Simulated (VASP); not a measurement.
# BiSbTe2S (P4/mmm) in VASP: notebook, part 2 of 2

VASP 6.6.1. The steps go on from the part before.

### Step 5. Relaxation of cell and atoms, PBE

The input, INCAR:

```
ALGO = Normal
EDIFF = 1E-7
EDIFFG = -0.04
ENCUT = 600
GGA = PE
IBRION = 2
ISIF = 3
ISMEAR = 0
LASPH = True
LCHARG = False
LREAL = False
LWAVE = False
NELM = 100
NSW = 90
PREC = Accurate
SIGMA = 0.1
```

The input, KPOINTS:

```
k-points
0
Gamma
  4 4 4
```

The input, POSCAR:

```
BiSbTe2S
1.0
    5.2538712500      0.0000000000      0.0000000000
    0.0000000000      5.2538712500      0.0000000000
    0.0000000000      0.0000000000      5.4180758400
Sb Bi Te S
1 1 2 1
Direct
    0.5000000000      0.5000000000      0.5000000000
    0.0000000000      0.0000000000      0.0000000000
    0.5000000000      0.0000000000      0.5000000000
    0.0000000000      0.5000000000      0.5000000000
    0.5000000000      0.5000000000      0.0000000000
```

Potentials or basis: VASP PAW PBE potentials, release 64 (Sb, Bi_d, Te, S).

Run with:

```console
cat potpaw_PBE.64/Sb/POTCAR potpaw_PBE.64/Bi_d/POTCAR potpaw_PBE.64/Te/POTCAR potpaw_PBE.64/S/POTCAR > POTCAR
mpirun -np 1 vasp_std > vasp.out
```

OUTCAR:

```text
EDIFF = 1E-7
   EDIFFG = -0.04
   ENCUT = 600
   GGA = PE
   IBRION = 2
   ISIF = 3
   ISMEAR = 0
   LASPH = True
   LREAL = False
   NELM = 100
   NSW = 90
   PREC = Accurate

 ion  position               nearest neighbor table
   1  0.500  0.500  0.500-   3 2.63   4 2.63   3 2.63   4 2.63   5 2.71   5 2.71
   2  0.000  0.000  0.000-   3 3.77   4 3.77   3 3.77   4 3.77   4 3.77   4 3.77   3 3.77   3 3.77

   3  0.500  0.000  0.500-   1 2.63   1 2.63   2 3.77   2 3.77   2 3.77   2 3.77
   4  0.000  0.500  0.500-   1 2.63   1 2.63   2 3.77   2 3.77   2 3.77   2 3.77
   5  0.500  0.500  0.000-   1 2.71   1 2.71

  LATTYP: Found a simple tetragonal cell.
 ALAT       =     5.2538712500
 C/A-ratio  =     1.0312540186

  Lattice vectors:

 A1 = (   5.2538712500,   0.0000000000,   0.0000000000)
 A2 = (   0.0000000000,   5.2538712500,   0.0000000000)
 A3 = (   0.0000000000,   0.0000000000,   5.4180758400)

Analysis of symmetry for initial positions (statically):
=====================================================================
 Subroutine PRICEL returns:
 Original cell was already a primitive cell.

 Routine SETGRP: Setting up the symmetry group for a
 simple tetragonal supercell.

 Subroutine GETGRP returns: Found 16 space group operations
 (whereof 16 operations were pure point group operations)
 out of a pool of 16 trial point group operations.

The static configuration has the point symmetry D_4h.

Analysis of symmetry for dynamics (positions and initial velocities):
=====================================================================
 Subroutine PRICEL returns:
 Original cell was already a primitive cell.

 Routine SETGRP: Setting up the symmetry group for a
 simple tetragonal supercell.

 Subroutine GETGRP returns: Found 16 space group operations
 (whereof 16 operations were pure point group operations)
 out of a pool of 16 trial point group operations.

The dynamic configuration has the point symmetry D_4h.

 Subroutine INISYM returns: Found 16 space group operations
 (whereof 16 operations are pure point group operations),
 and found     1 'primitive' translations

----------------------------------------------------------------------------------------

                                     Primitive cell

  volume of cell :     149.5560

  direct lattice vectors                    reciprocal lattice vectors
     5.253871250  0.000000000  0.000000000     0.190335840  0.000000000  0.000000000
     0.000000000  5.253871250  0.000000000     0.000000000  0.190335840  0.000000000
     0.000000000  0.000000000  5.418075840     0.000000000  0.000000000  0.184567368

  length of vectors
     5.253871250  5.253871250  5.418075840     0.190335840  0.190335840  0.184567368

  position of ions in fractional coordinates (direct lattice)
     0.500000000  0.500000000  0.500000000
     0.000000000  0.000000000  0.000000000
     0.500000000  0.000000000  0.500000000
     0.000000000  0.500000000  0.500000000
     0.500000000  0.500000000  0.000000000

  ion indices of the primitive-cell ions
   primitive index   ion index
                 1           1
                 2           2
                 3           3
                 4           4
                 5           5

[... 29 lines left out ...]
  0.250000  0.000000  0.000000      4.000000
  0.500000  0.000000  0.000000      2.000000
  0.250000  0.250000  0.000000      4.000000
  0.500000  0.250000  0.000000      4.000000
  0.500000  0.500000  0.000000      1.000000
[... 10 lines left out ...]
  0.500000  0.250000  0.500000      4.000000
  0.500000  0.500000  0.500000      1.000000
   k-points           NKPTS =     18   k-points in BZ     NKDIM =     18   number of bands    NBANDS=     23
   number of dos      NEDOS =    301   number of ions     NIONS =      5
   total plane-waves  NPLWV =  84672
   dimension x,y,z NGX =    42 NGY =   42 NGZ =   48
   dimension x,y,z NGXF=    84 NGYF=   84 NGZF=   96
   ions per type =               1   1   2   1
   NGX,Y,Z   is equivalent  to a cutoff of  13.29, 13.29, 14.73 a.u.
   NGXF,Y,Z  is equivalent  to a cutoff of  26.58, 26.58, 29.46 a.u.
 SYSTEM =  unknown system
   PREC   = accura    normal or accurate (medium, high low for compatibility)
   ISTART =      0    job   : 0-new  1-cont  2-samecut
   ICHARG =      2    charge: 1-file 2-atom 10-const
   ISPIN  =      1    spin polarized calculation?
   LNONCOLLINEAR =      F non collinear calculations
   LSORBIT =      F    spin-orbit coupling
   LASPH  =      T    aspherical Exc in radial PAW
   ENCUT  =  600.0 eV  44.10 Ry    6.64 a.u.  10.49 10.49 10.82*2*pi/ulx,y,z
   NELM   =    100;   NELMIN=  2; NELMDL= -5     # of ELM steps
   EDIFF  = 0.1E-06   stopping-criterion for ELM
   LREAL  =      F    real-space projection
   EDIFFG = -.4E-01   stopping-criterion for IOM
   NSW    =     90    number of steps for IOM
   IBRION =      2    ionic relax: 0-MD 1-quasi-New 2-CG
   NFREE  =      1    steps in history (QN), initial steepest desc. (CG)
   ISIF   =      3    stress and relaxation
   ISYM   =      2    0-nonsym 1-usesym 2-fastsym
   POTIM  = 0.5000    time-step for ionic-motion
   TEBEG  =    0.0;   TEEND  =   0.0 temperature during run
   PSTRESS=    0.0 pullay stress
   NELECT =      38.0000    total number of electrons
   NUPDOWN=      -1.0000    fix difference up-down
   EMIN   =  10.00;   EMAX   =-10.00  energy-range for DOS
   EFERMI =   0.00;   METHOD = LEGACY
   ISMEAR =     0;   SIGMA  =   0.10  broadening in eV -4-tet -1-fermi 0-gaus
   EFERMI_NEDOS =   21; number of points for ismear=-14 and -15
   IALGO  =     38    algorithm
   IMIX   =      4    mixing-type and parameters
     AMIX     =   0.40;   BMIX     =  1.00
     AMIX_MAG =   1.60;   BMIX_MAG =  1.00
  volume/ion in A,a.u.               =      29.91       201.85
  Fermi-wavevector in a.u.,A,eV,Ry     =   1.036895  1.959447 14.628317  1.075151
  Thomas-Fermi vector in A             =   2.171307
   LORBIT       =      0    0 simple, 1 ext, 2 COOP (PROOUT), +10 PAW based schemes
   GGA     = PE    functional components
   LHFCALC =     F    Hartree Fock is set to
   AEXX    =    0.0000 exact exchange contribution
   IVDW    =     0    specifies the selected vdW correction
   LEPSILON=     F    determine dielectric tensor
   LRPA    =     F    only Hartree local field effects (RPA)
 conjugate gradient relaxation of ions
 non-spin polarized calculation
 Gauss-broadening in eV      SIGMA  =   0.10
  energy-cutoff  :      600.00
  volume of cell :      149.56
 maximum number of plane-waves:      5022
 NGX is ok and might be reduce to    42
   NGX = 21   NGY = 21   NGZ = 21

--------------------------------------- Ionic step        1  -------------------------------------------

 number of electron      38.0000005 magnetization

 Free energy of the ion-electron system (eV)
  ---------------------------------------------------
  ext. energy  EPLUGINS =         0.00000000
  ---------------------------------------------------
  free energy    TOTEN  =       -15.05689615 eV

  energy without entropy =      -15.03625153  energy(sigma->0) =      -15.04657384

------------------------ aborting loop because EDIFF is reached ----------------------------------------

  FORCE on cell =-STRESS in cart. coord.  units (eV):
  Direction    XX          YY          ZZ          XY          YZ          ZX
  --------------------------------------------------------------------------------------
  -------------------------------------------------------------------------------------
  Total       11.5188463     11.5188463     -4.1891450      0.0000000     -0.0000000      0.0000000
  in kB      123.4001346    123.4001346    -44.8778496      0.0000000     -0.0000000      0.0000000
  external PRESSURE =      67.3074732 kB  Pullay stress =       0.0000000 kB
[... 143 lines left out ...]
--------------------------------------- Ionic step        5  -------------------------------------------

 number of electron      38.0000007 magnetization

 E-fermi :   4.6616     XC(G=0):  -8.9457

 val. band max:        4.6558491074   @ k =   0.5000   0.5000   0.2500
 cond. band min:       4.6666857674   @ k =   0.5000   0.5000   0.0000
 fundamental gap:      0.0108366600
 Fermi energy:         4.6616054321

 k-point     1 :       0.0000    0.0000    0.0000
  band No.  band energies     occupation
      1     -18.6569      2.00000
      2     -18.6441      2.00000
      3     -18.6441      2.00000
      4     -18.6347      2.00000
      5     -18.6301      2.00000
      6      -8.9811      2.00000
[... 495 lines left out ...]
--------------------------------------- Ionic step        6  -------------------------------------------

 number of electron      37.9999993 magnetization

 Free energy of the ion-electron system (eV)
  ---------------------------------------------------
  ext. energy  EPLUGINS =         0.00000000
  ---------------------------------------------------
  free energy    TOTEN  =       -16.66299626 eV

  energy without entropy =      -16.65000987  energy(sigma->0) =      -16.65650306

 E-fermi :   4.9594     XC(G=0):  -9.0568

 val. band max:        4.9090936917   @ k =   0.5000   0.5000   0.0000
 cond. band min:       4.9650210481   @ k =   0.5000   0.5000   0.2500
 fundamental gap:      0.0559273564
 Fermi energy:         4.9594458559

 k-point     1 :       0.0000    0.0000    0.0000
  band No.  band energies     occupation
      1     -18.3682      2.00000
      2     -18.3564      2.00000
      3     -18.3564      2.00000
      4     -18.3494      2.00000
      5     -18.3452      2.00000
      6      -8.8143      2.00000
[... 489 lines left out ...]
  FREE ENERGIE OF THE ION-ELECTRON SYSTEM (eV)
  ---------------------------------------------------
  free  energy   TOTEN  =       -16.6629962554 eV

  energy  without entropy=      -16.6500098659  energy(sigma->0) =      -16.65650306

 reached required accuracy - stopping structural energy minimisation
```

CONTCAR:

```text
BiSbTe2S
   1.00000000000000
     5.8422346172027506    0.0000000000000000    0.0000000000000000
     0.0000000000000000    5.8422346172027506    0.0000000000000000
     0.0000000000000000    0.0000000000000000    4.8125578196816923
  Sb              Bi              Te              S
     1     1     2     1
Direct
     0.5000000000000000    0.5000000000000000    0.5000000000000000
     0.0000000000000000    0.0000000000000000    1.0000000000000000
     0.5000000000000000    0.0000000000000000    0.5000000000000000
     0.0000000000000000    0.5000000000000000    0.5000000000000000
     0.5000000000000000    0.5000000000000000    1.0000000000000000

  0.00000000E+00  0.00000000E+00  0.00000000E+00
  0.00000000E+00  0.00000000E+00  0.00000000E+00
  0.00000000E+00  0.00000000E+00  0.00000000E+00
  0.00000000E+00  0.00000000E+00  0.00000000E+00
  0.00000000E+00  0.00000000E+00  0.00000000E+00
```

Wall time 3.1 min (1 thread of Intel Xeon 6975P-C (Granite Rapids), shared host); peak memory 0.35 GiB.

What came out:

| Item | Value |
| --- | --- |
| Free energy | -16.6630 eV |
| Relaxed volume | 32.85 Å³/atom |
| Relaxed cell | a = 5.842 Å, b = 5.842 Å, c = 4.813 Å, α = 90.00°, β = 90.00°, γ = 90.00° |
| Space group after relaxing (to 0.05 Å) | P4/mmm (No. 123) |
| Energy gained by relaxing | 321.2 meV/atom |
| Ionic steps | 6 |
| Pressure after relaxing | 0.0 GPa |
| Band gap on the k mesh | zero (band 19 reaches 5.60 eV, above the bottom of band 20 at 4.80 eV) |

Stress tensor (GPa, compression positive):
```
 0.04  0.00  0.00
 0.00  0.04  0.00
 0.00  0.00 -0.15
```

The path:
```
step  energy change (eV)  largest force (eV/Å)  pressure (GPa)  volume (Å³)
   1              0.0000                0.0000            6.73       149.56
   2             -1.2577                0.0000           -2.93       177.18
   3             -1.2606                0.0000           -3.13       178.31
   4             -1.5798                0.0000           -0.40       167.13
   5             -1.5893                0.0000           -0.93       168.51
   6             -1.6061                0.0000           -0.03       164.26
```

Final structure:
```
Sb Bi Te S
1.0
     5.84223    0.00000    0.00000
     0.00000    5.84223    0.00000
     0.00000    0.00000    4.81256
Sb Bi Te S
1 1 2 1
Direct
  0.50000 0.50000 0.50000
  0.00000 0.00000 0.00000
  0.50000 0.00000 0.50000
  0.00000 0.50000 0.50000
  0.50000 0.50000 0.00000
```

Caveat: spin-orbit coupling is left out, which moves the levels of the heavy elements.

### Step 6. Overview

```csv
task,cell,k mesh,cutoff (eV),gap on the mesh (eV),pressure (GPa)
single point,"a = 5.254, b = 5.254, c = 5.418 Å, 5 atoms",4 × 4 × 4,520,none,6.7
single point,"a = 5.839, b = 5.839, c = 4.807 Å, 5 atoms",4 × 4 × 4,520,none,0.1
single point,"a = 5.808, b = 5.808, c = 4.858 Å, 5 atoms",6 × 6 × 8,520,none,0.0
relaxation of cell and atoms,"relaxed from a = 5.254, b = 5.254, c = 5.418 Å, 5 atoms",4 × 4 × 4,600,none,0.0
```

Alike in all rows: level PBE; potentials or basis VASP PAW PBE potentials, release 64 (Sb, Bi_d, Te, S); no spin polarisation; smearing gaussian 0.1 eV.

Caveats: spin-orbit coupling is left out, which moves the levels of the heavy elements.

Absolute energies hang on the potentials; compare differences alone.
